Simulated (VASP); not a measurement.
Set up this calculation in VASP 6.6.1, as the native input.

```
Task                   : relaxation of cell and atoms
Functional             : BLYP
Dispersion             : D4
Potentials or basis    : VASP PAW PBE potentials, release 64 (Ga_d)
Cutoff                 : 600 eV
k mesh                 : 10 × 10 × 8
Occupations            : fermi-dirac, width 0.05 eV
Spin                   : no spin polarisation
Dipole correction      : no
Further INCAR settings : ALGO = Normal; EDIFF = 1e-06; IBRION = 2; EDIFFG = -0.02; NSW = 80; ISIF = 3
```

The structure of Ga lies in POSCAR:

```
Ga
1.0
    1.3830000000     -4.0265000000      0.0000000000
    1.3830000000      4.0265000000      0.0000000000
   -0.1174474948      0.0000000000      3.3299294416
Ga
2
Direct
    0.1310000000      0.8690000000      0.7500000000
    0.8690000000      0.1310000000      0.2500000000
```

These files were run (other wordings do the same):

INCAR

```
  PREC = Accurate
  ENCUT = 600
  EDIFF = 1E-6
  ISMEAR = -1
  SIGMA = 0.05
  LREAL = False
  LASPH = True
  NELM = 60
  ALGO = Normal
  ISIF = 3
  LWAVE = False
  LCHARG = False
  GGA = B5
  ALDAX = 1.0
  AGGAX = 1.0
  AGGAC = 1.0
  ALDAC = 0.0
  IVDW = 13
  VDW_S6 = 1.0
  VDW_S8 = 2.34076671
  VDW_A1 = 0.44488865
  VDW_A2 = 4.0933009
  IBRION = 2
  NSW = 80
  EDIFFG = -0.02
```

KPOINTS

```
regular mesh
0
Gamma
  10 10 8
```

Potentials or basis: VASP PAW PBE potentials, release 64 (Ga_d).

The run is started by

```bash
$ cat potpaw_PBE.64/Ga_d/POTCAR > POTCAR
$ mpirun -np 1 vasp_std > vasp.out
```

It gave:

The relaxed volume is 18.30 Å³/atom. The relaxed cell is a = 4.238 Å, b = 4.238 Å, c = 3.267 Å, α = 90.25°, β = 90.25°, γ = 141.40°. The space group after relaxing (to 0.05 Å) is C2/c (No. 15), the energy gained by relaxing is 4.1 meV/atom and the ionic steps are 15. The pressure after relaxing is 0.0 GPa and the largest force after relaxing is 0.003 eV/Å. The band gap on the k mesh is zero (band 13 reaches 10.42 eV, above the bottom of band 14 at 2.03 eV) and the dispersion energy per atom is -0.936 eV.

Caveat: the PAW data sets were made with another functional, which shifts forces and pressure a little; pairwise dispersion overbinds metals, which lowers pressure and volume.

Wall time 48 min on 1 thread of Oxide Virtual Turin-like Processor, with other jobs on the host, peak memory 0.27 GiB.
